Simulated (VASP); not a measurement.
Here is a VASP 6.6.1 calculation.

File INCAR:

```
PREC = Accurate
ENCUT = 520
EDIFF = 1E-6
ISMEAR = 0
SIGMA = 0.023
LREAL = False
LASPH = True
NELM = 60
ALGO = Normal
ISIF = 2
LWAVE = False
LCHARG = False
GGA = PE
NBANDS = 14
```

KPOINTS

```
Automatic mesh
0
Gamma
  10 10 10
```

File POSCAR:

```
HfB
1.0
    0.0000000000      2.3100000000      2.3100000000
    2.3100000000      0.0000000000      2.3100000000
    2.3100000000      2.3100000000      0.0000000000
Hf B
1 1
Direct
    0.5000000000      0.5000000000      0.5000000000
    0.0000000000      0.0000000000      0.0000000000
```

Potentials or basis: VASP PAW PBE potentials, release 64 (Hf_pv, B).

Launch:

```console
$ cat potpaw_PBE.64/Hf_pv/POTCAR potpaw_PBE.64/B/POTCAR > POTCAR
$ mpirun -np 1 vasp_std > vasp.out
```

Predict the pressure.

30.2 GPa.
